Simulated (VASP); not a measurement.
# AlRu (Pm-3m) in VASP: single point with r2SCAN

Aim: the single point of AlRu with r2SCAN.

All numbers are computed with VASP 6.6.1; they aren't measurements. Logs are shortened: lines on timing, memory, paths and dates and some standing lists are left out, and cuts for length are marked.

### 1 The cell of the first run

It takes space group Pm-3m (No. 221, cubic). Conventional cell: a = 2.992 Å, b = 2.992 Å, c = 2.992 Å, α = 90.00°, β = 90.00°, γ = 90.00°. Al (site symmetry m-3m) has 8 Ru at 2.59 Å and 6 Al at 2.99 Å within 3.4 Å. Within 3.4 Å of Ru (site symmetry m-3m) lie 8 Al at 2.59 Å and 6 Ru at 2.99 Å.

### 2 Single point, r2SCAN

POSCAR reads:

```
AlRu
1.0
    5.9832000000      0.0000000000      0.0000000000
    0.0000000000      5.9832000000      0.0000000000
    0.0000000000      0.0000000000      5.9832000000
Al Ru
8 8
Direct
    0.0000000000      0.0000000000      0.0000000000
    0.0000000000      0.0000000000      0.5000000000
    0.0000000000      0.5000000000      0.0000000000
    0.0000000000      0.5000000000      0.5000000000
    0.5000000000      0.0000000000      0.0000000000
    0.5000000000      0.0000000000      0.5000000000
    0.5000000000      0.5000000000      0.0000000000
    0.5000000000      0.5000000000      0.5000000000
    0.2500000000      0.2500000000      0.2500000000
    0.2500000000      0.2500000000      0.7500000000
    0.2500000000      0.7500000000      0.2500000000
    0.2500000000      0.7500000000      0.7500000000
    0.7500000000      0.2500000000      0.2500000000
    0.7500000000      0.2500000000      0.7500000000
    0.7500000000      0.7500000000      0.2500000000
    0.7500000000      0.7500000000      0.7500000000
```

INCAR.step1 reads:

```
ALGO = Normal
EDIFF = 1E-5
ENCUT = 550
GGA = PE
GGA_COMPAT = F
ISMEAR = -1
LASPH = T
LCHARG = F
LREAL = F
LWAVE = T
NBANDS = 82
NELM = 120
PREC = Accurate
SIGMA = 0.1
```

INCAR.step2 reads:

```
ALGO = Normal
EDIFF = 1E-6
ENCUT = 550
GGA_COMPAT = F
ISIF = 2
ISMEAR = -1
ISTART = 1
LASPH = T
LCHARG = F
LMIXTAU = T
LREAL = F
LWAVE = F
METAGGA = R2SCAN
NBANDS = 82
NELM = 120
PREC = Accurate
SIGMA = 0.1
```

KPOINTS reads:

```
k-points
0
Gamma
  3 3 3
```

Potentials or basis: VASP PAW PBE potentials, release 64 (Al, Ru_pv).

Launch:

```sh
cat potpaw_PBE.64/Al/POTCAR potpaw_PBE.64/Ru_pv/POTCAR > POTCAR
cp INCAR.step1 INCAR
mpirun -np 1 vasp_std > vasp.out
cp INCAR.step2 INCAR
mpirun -np 1 vasp_std > vasp.out
```

OUTCAR:

```text
EDIFF = 1E-6
   ENCUT = 550
   ISIF = 2
   ISMEAR = -1
   ISTART = 1
   LASPH = T
   LREAL = F
   METAGGA = R2SCAN
   NELM = 120
   PREC = Accurate

 ion  position               nearest neighbor table
   1  0.000  0.000  0.000-   9 2.59  10 2.59  11 2.59  12 2.59  13 2.59  14 2.59  15 2.59  16 2.59
                             5 2.99   2 2.99   3 2.99   2 2.99   3 2.99   5 2.99
   2  0.000  0.000  0.500-   9 2.59  10 2.59  11 2.59  12 2.59  13 2.59  14 2.59  15 2.59  16 2.59
                             6 2.99   1 2.99   4 2.99   1 2.99   4 2.99   6 2.99
   3  0.000  0.500  0.000-   9 2.59  10 2.59  11 2.59  12 2.59  13 2.59  14 2.59  15 2.59  16 2.59
                             7 2.99   1 2.99   4 2.99   4 2.99   1 2.99   7 2.99
   4  0.000  0.500  0.500-   9 2.59  10 2.59  11 2.59  12 2.59  13 2.59  14 2.59  15 2.59  16 2.59
                             8 2.99   2 2.99   3 2.99   3 2.99   2 2.99   8 2.99
   5  0.500  0.000  0.000-   9 2.59  10 2.59  11 2.59  12 2.59  13 2.59  14 2.59  15 2.59  16 2.59
                             7 2.99   1 2.99   6 2.99   6 2.99   7 2.99   1 2.99
   6  0.500  0.000  0.500-   9 2.59  10 2.59  11 2.59  12 2.59  13 2.59  14 2.59  15 2.59  16 2.59
                             8 2.99   2 2.99   5 2.99   5 2.99   8 2.99   2 2.99
   7  0.500  0.500  0.000-   9 2.59  10 2.59  11 2.59  12 2.59  13 2.59  14 2.59  15 2.59  16 2.59
                             8 2.99   3 2.99   5 2.99   8 2.99   5 2.99   3 2.99
   8  0.500  0.500  0.500-   9 2.59  10 2.59  11 2.59  12 2.59  13 2.59  14 2.59  15 2.59  16 2.59
                             7 2.99   4 2.99   6 2.99   7 2.99   6 2.99   4 2.99
   9  0.250  0.250  0.250-   1 2.59   2 2.59   3 2.59   4 2.59   5 2.59   6 2.59   7 2.59   8 2.59
[... 21 lines left out ...]
 A1 = (   5.9832000000,   0.0000000000,   0.0000000000)
 A2 = (   0.0000000000,   5.9832000000,   0.0000000000)
 A3 = (   0.0000000000,   0.0000000000,   5.9832000000)

Analysis of symmetry for initial positions (statically):
=====================================================================
 Subroutine PRICEL returns following result:

  LATTYP: Found a simple cubic cell.
 ALAT       =     2.9916000000

  Lattice vectors:

 A1 = (   2.9916000000,   0.0000000000,   0.0000000000)
 A2 = (   0.0000000000,   2.9916000000,   0.0000000000)
 A3 = (   0.0000000000,   0.0000000000,   2.9916000000)

   8 primitive cells build up your supercell.

 Routine SETGRP: Setting up the symmetry group for a
 simple cubic supercell.

 Subroutine GETGRP returns: Found 48 space group operations
 (whereof 48 operations were pure point group operations)
 out of a pool of 48 trial point group operations.

The static configuration has the point symmetry O_h .

Analysis of symmetry for dynamics (positions and initial velocities):
[... 111 lines left out ...]
   NELECT =     136.0000    total number of electrons
   NUPDOWN=      -1.0000    fix difference up-down
   EMIN   =  10.00;   EMAX   =-10.00  energy-range for DOS
   EFERMI =   0.00;   METHOD = LEGACY
   ISMEAR =    -1;   SIGMA  =   0.10  broadening in eV -4-tet -1-fermi 0-gaus
   EFERMI_NEDOS =   21; number of points for ismear=-14 and -15
   IALGO  =     38    algorithm
   IMIX   =      4    mixing-type and parameters
     AMIX     =   0.40;   BMIX     =  1.00
     AMIX_MAG =   1.60;   BMIX_MAG =  1.00
  volume/ion in A,a.u.               =      13.39        90.34
  Fermi-wavevector in a.u.,A,eV,Ry     =   1.407087  2.659009 26.938090  1.979894
  Thomas-Fermi vector in A             =   2.529382
   LORBIT       =      0    0 simple, 1 ext, 2 COOP (PROOUT), +10 PAW based schemes
   METAGGA = R2SCAN    functional components
   LHFCALC =     F    Hartree Fock is set to
   AEXX    =    0.0000 exact exchange contribution
   IVDW    =     0    specifies the selected vdW correction
   LEPSILON=     F    determine dielectric tensor
   LRPA    =     F    only Hartree local field effects (RPA)
 non-spin polarized calculation
  energy-cutoff  :      550.00
  volume of cell :      214.19
 maximum number of plane-waves:      6311
 NGX is ok and might be reduce to    48
   NGX = 23   NGY = 23   NGZ = 23

 number of electron     135.9999960 magnetization

 Free energy of the ion-electron system (eV)
  ---------------------------------------------------
  ext. energy  EPLUGINS =         0.00000000
  ---------------------------------------------------
  free energy    TOTEN  =      -269.01051010 eV

  energy without entropy =     -268.57149606  energy(sigma->0) =     -268.79100308

 E-fermi :  10.4887     XC(G=0): -13.6189

 val. band max:       10.4391240236   @ k =   0.3333   0.0000   0.0000
 cond. band min:      10.5163818312   @ k =   0.3333   0.0000   0.0000
 fundamental gap:      0.0772578076
 Fermi energy:        10.4886504416

 k-point     1 :       0.0000    0.0000    0.0000
  band No.  band energies     occupation
      1     -32.7328      2.00000
      2     -32.7328      2.00000
      3     -32.7328      2.00000
      4     -32.7025      2.00000
      5     -32.7025      2.00000
      6     -32.7025      2.00000
[... 321 lines left out ...]
     79      16.1119      0.00000
     80      16.1119      0.00000
 [bands above 80 left out]

------------------------ aborting loop because EDIFF is reached ----------------------------------------

  FORCE on cell =-STRESS in cart. coord.  units (eV):
  Direction    XX          YY          ZZ          XY          YZ          ZX
  --------------------------------------------------------------------------------------
  -------------------------------------------------------------------------------------
  Total       -2.4691899     -2.4691899     -2.4691899      0.0000000      0.0000000     -0.0000000
  in kB      -18.4698988    -18.4698988    -18.4698988      0.0000000      0.0000000     -0.0000000
  external PRESSURE =     -18.4698988 kB  Pullay stress =       0.0000000 kB

 VOLUME and BASIS-vectors are now :
 -----------------------------------------------------------------------------
  energy-cutoff  :      550.00
  volume of cell :      214.19
      direct lattice vectors                 reciprocal lattice vectors
     5.983200000  0.000000000  0.000000000     0.167134644  0.000000000  0.000000000
     0.000000000  5.983200000  0.000000000     0.000000000  0.167134644  0.000000000
     0.000000000  0.000000000  5.983200000     0.000000000  0.000000000  0.167134644

 POSITION                                       TOTAL-FORCE (eV/Angst)
 -----------------------------------------------------------------------------------
      0.00000      0.00000      0.00000         0.000000      0.000000     -0.000000
      0.00000      0.00000      2.99160         0.000000      0.000000      0.000000
      0.00000      2.99160      0.00000         0.000000      0.000000      0.000000
      0.00000      2.99160      2.99160         0.000000      0.000000      0.000000
      2.99160      0.00000      0.00000         0.000000      0.000000      0.000000
      2.99160      0.00000      2.99160         0.000000      0.000000      0.000000
[... 8 lines left out ...]
      4.48740      4.48740      1.49580         0.000000     -0.000000      0.000000
      4.48740      4.48740      4.48740        -0.000000     -0.000000      0.000000
 -----------------------------------------------------------------------------------
    total drift:                                0.000000     -0.000000     -0.000000

  FREE ENERGIE OF THE ION-ELECTRON SYSTEM (eV)
  ---------------------------------------------------
  free  energy   TOTEN  =      -269.0105100964 eV

  energy  without entropy=     -268.5714960647  energy(sigma->0) =     -268.79100308
```

OSZICAR.step1:

```text
N       E                     dE             d eps       ncg     rms          rms(c)
DAV:   1     0.148984961015E+04    0.14898E+04   -0.77604E+04   696   0.173E+03
DAV:   2    -0.456857723298E+02   -0.15355E+04   -0.14858E+04   696   0.503E+02
DAV:   3    -0.117836510646E+03   -0.72151E+02   -0.68571E+02   808   0.100E+02
DAV:   4    -0.119582530379E+03   -0.17460E+01   -0.17344E+01   728   0.139E+01
DAV:   5    -0.119621316086E+03   -0.38786E-01   -0.38769E-01   800   0.217E+00    0.345E+01
DAV:   6    -0.114964226992E+03    0.46571E+01   -0.40609E+01   706   0.254E+01    0.647E+00
DAV:   7    -0.114407180157E+03    0.55705E+00   -0.36016E+00   726   0.781E+00    0.589E+00
DAV:   8    -0.114281003729E+03    0.12618E+00   -0.19449E-01   688   0.177E+00    0.758E-01
DAV:   9    -0.114278773109E+03    0.22306E-02   -0.82305E-03   768   0.337E-01    0.378E-01
DAV:  10    -0.114278732729E+03    0.40380E-04   -0.19270E-03   704   0.203E-01    0.818E-02
DAV:  11    -0.114278642877E+03    0.89852E-04   -0.39653E-04   712   0.899E-02    0.253E-02
DAV:  12    -0.114278637854E+03    0.50232E-05   -0.58555E-06   398   0.934E-03
   1 F= -.11427864E+03 E0= -.11406006E+03  d E =-.437146E+00
```

Wall time 5.3 min (1 thread of Intel Xeon Platinum 8488C (Sapphire Rapids), shared host); peak memory 0.38 GiB.

What came out:

| Property | Result |
| --- | --- |
| Free energy | -269.0105 eV |
| Pressure | -1.8 GPa |
| Band gap on the k mesh | zero (bands 68 and 69 overlap by 1.13 eV) |

Levels at points of the mesh, in eV from the Fermi level:
```tsv
k point	band 63	band 64	band 65	band 66	band 67	band 68	band 69	band 70
(0.00, 0.00, 0.00)	-1.15	0.26	0.26	0.26	0.53	0.53	0.53	1.80
```

Caveat: the PAW data sets were made with another functional, which shifts forces and pressure a little.

The gap in the log of VASP goes by the Fermi energy; the results here count the filled bands.